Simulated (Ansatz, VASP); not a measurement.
# Two plane-wave programs on Co

File INCAR:

```
SYSTEM = Co
  PREC = Accurate
  ENCUT = 520
  EDIFF = 1E-6
  ISMEAR = -1
  SIGMA = 0.05
  LREAL = .FALSE.
  LASPH = .TRUE.
  NELM = 150
  ALGO = Normal
  ISIF = 2
  LWAVE = .FALSE.
  LCHARG = .FALSE.
  ISPIN = 2
  MAGMOM = 1.558 1.558
  LORBIT = 11
  LMAXMIX = 4
  GGA = CA
  NBANDS = 20
```

Contents of KPOINTS:

```
Automatic mesh
0
G
  15 15 8
  0 0 0
```

POSCAR

```
Co
1.0
    2.4273810165      0.0000000000      0.0000000000
   -1.2136905082      2.1021736250      0.0000000000
    0.0000000000      0.0000000000      3.9230481332
Co
2
Direct
    0.3333333333      0.6666666667      0.2500000000
    0.6666666667      0.3333333333      0.7500000000
```

Input for Ansatz:

```yaml
crystal:
  lattice:
    - [2.4273810165, 0.0, 0.0]
    - [-1.2136905082, 2.102173625, 0.0]
    - [0.0, 0.0, 3.9230481332]
  atoms:
    - { symbol: Co, position: [0.3333333333, 0.6666666667, 0.25], spin: 1.558 }
    - { symbol: Co, position: [0.6666666667, 0.3333333333, 0.75], spin: 1.558 }
hamiltonian:
  xc: lda
  pseudopotentials:
    kind: paw
    azcp:
      Co: "pseudopotentials/Co.paw.azcp"
basis:
  ecutwfc: 600
  fft_grid_basis: typed
kpoints:
  mp_grid: { grid: [15, 15, 8], shift: [0, 0, 0] }
magnetization:
  spin_polarized: true
scf:
  occupations: { method: fermi_dirac, width: 0.05 }
  lower_state_search: "off"
output:
  stress: true
  write_density: true
  write_potential: true
  elf: true
  volumetric_format: npy
```

Alike in both runs: task single point; functional LDA; k mesh 15 × 15 × 8; occupations fermi-dirac, width 0.05 eV; collinear spin.

|  | VASP | Ansatz |
| --- | --- | --- |
| version | VASP 6.6.1 | Ansatz 0.2.0 |
| potentials or method | VASP PAW LDA potentials, release 64 (Co), cutoff 520 eV | plane waves (600 eV) with PAW, scalar-relativistic |
| valence electrons in the cell | 18 | 34 |

```csv
,VASP,Ansatz,Ansatz less VASP
pressure (GPa),-1.1,0.2,+1.29
"traceless stress, the component that is largest in VASP (GPa)",-0.65,-0.62,+0.036
net moment per atom (μB),1.49,1.52,+0.031
size of the moment on the site where the two differ most (μB),1.48,1.56,+0.082
```

Ansatz warns that its potentials were made for another functional, while VASP's fit it. LDA's correlation is that of Perdew and Zunger in VASP and of Perdew and Wang (1992) in Ansatz. Site moments also hang on the region over which each program counts them. VASP's potentials hold 18 valence electrons a cell and Ansatz's 34, so a difference there can come from the potentials and not from the codes.
